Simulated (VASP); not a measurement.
A run of VASP 6.6.1 is set up as follows.

Contents of INCAR:

```
PREC     = Accurate       # precision mode
ENCUT    = 600            # plane-wave cutoff, eV
EDIFF    = 1E-7           # SCF threshold, eV
ISMEAR   = -1             # smearing method
SIGMA    = 0.05           # smearing width, eV
LREAL    = F              # projectors in reciprocal space
LASPH    = T              # aspherical terms in the spheres
NELM     = 80             # most SCF steps
ALGO     = Normal         # electronic algorithm
ISIF     = 3              # what is computed and relaxed
LWAVE    = F              # write WAVECAR
LCHARG   = F              # write CHGCAR
GGA      = PS             # functional
IBRION   = 2              # ionic algorithm
NSW      = 80             # ionic steps
EDIFFG   = -0.02          # ionic threshold
PSTRESS  = 50.0
```

Contents of KPOINTS:

```
regular mesh
0
Gamma
  9 9 7
```

The input POSCAR:

```
CuAu
1.0
    2.8107494552      0.0000000000      0.0000000000
    0.0000000000      2.8107494552      0.0000000000
    0.0000000000      0.0000000000      3.6850000000
Au Cu
1 1
Direct
    0.0000000000      0.0000000000      0.0000000000
    0.5000000000      0.5000000000      0.5000000000
```

Potentials or basis: VASP PAW PBE potentials, release 64 (Au, Cu).

Launch:

```sh
$ cat potpaw_PBE.64/Au/POTCAR potpaw_PBE.64/Cu/POTCAR > POTCAR
$ mpirun -np 1 vasp_std > vasp.out
```

(1) Predict the relaxed volume.

(2) Predict the relaxed cell.

(3) Estimate the space group after relaxing (to 0.1 Å).

Answers

(1) 13.83 Å³/atom.

(2) a = 2.774 Å, b = 2.774 Å, c = 3.594 Å, α = 90.00°, β = 90.00°, γ = 90.00°.

(3) P4/mmm (No. 123).

Caveat: the cell is relaxed towards a set pressure, so the run minimises the enthalpy, not the energy; the PAW data sets were made with another functional, which shifts forces and pressure a little.
